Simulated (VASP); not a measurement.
Sn:

```xyz
1
Lattice="-1.7265 1.7755 2.3383 1.7265 -1.7755 2.3383 1.7265 1.7755 -2.3383" Properties=species:S:1:pos:R:3 pbc="T T T"
Sn    0.0000    0.0000    0.0000
```

- Program: VASP 6.6.1
- Task: relaxation of cell and atoms
- Functional: LDA
- Potentials or basis: VASP PAW LDA potentials, release 64 (Sn_d)
- Cutoff: 600 eV
- k mesh: 11 × 11 × 11
- Occupations: fermi-dirac, width 0.05 eV
- Spin: no spin polarisation

At the start: pressure -4.7 GPa; volume 28.67 Å³/atom.

Q: How do energy, volume and symmetry change on relaxing?

A: Over 16 steps the energy falls by 47.5 meV/atom and the volume is 25.92 Å³/atom (-9.6 %); space group I4/mmm (No. 139, to 0.05 Å).

Step by step:
```tsv
step	energy change (eV)	largest force (eV/Å)	pressure (GPa)	volume (Å³)
1	0.0000	0.0000	-4.69	28.67
2	-0.0440	0.0000	1.50	25.33
3	-0.0465	0.0000	0.12	25.88
4	-0.0464	0.0000	-0.04	25.94
5	-0.0472	0.0000	-0.03	25.95
6	-0.0474	0.0000	-0.04	25.96
7	-0.0474	0.0000	-0.06	25.96
8	-0.0474	0.0000	-0.07	25.96
9	-0.0474	0.0000	-0.06	25.96
10	-0.0474	0.0000	-0.07	25.96
11	-0.0474	0.0000	0.04	25.92
12	-0.0474	0.0000	0.10	25.89
13	-0.0475	0.0000	0.08	25.91
14	-0.0475	0.0000	-0.08	25.96
15	-0.0475	0.0000	-0.03	25.94
16	-0.0475	0.0000	0.01	25.92
```

Final structure:
```yaml
crystal:
  lattice:
    - [-1.68429, 1.68450, 2.28416]
    - [1.68429, -1.68450, 2.28416]
    - [1.68429, 1.68450, -2.28416]
  atoms:
    - { symbol: Sn, position: [0.00000, 0.00000, 0.00000] }
```
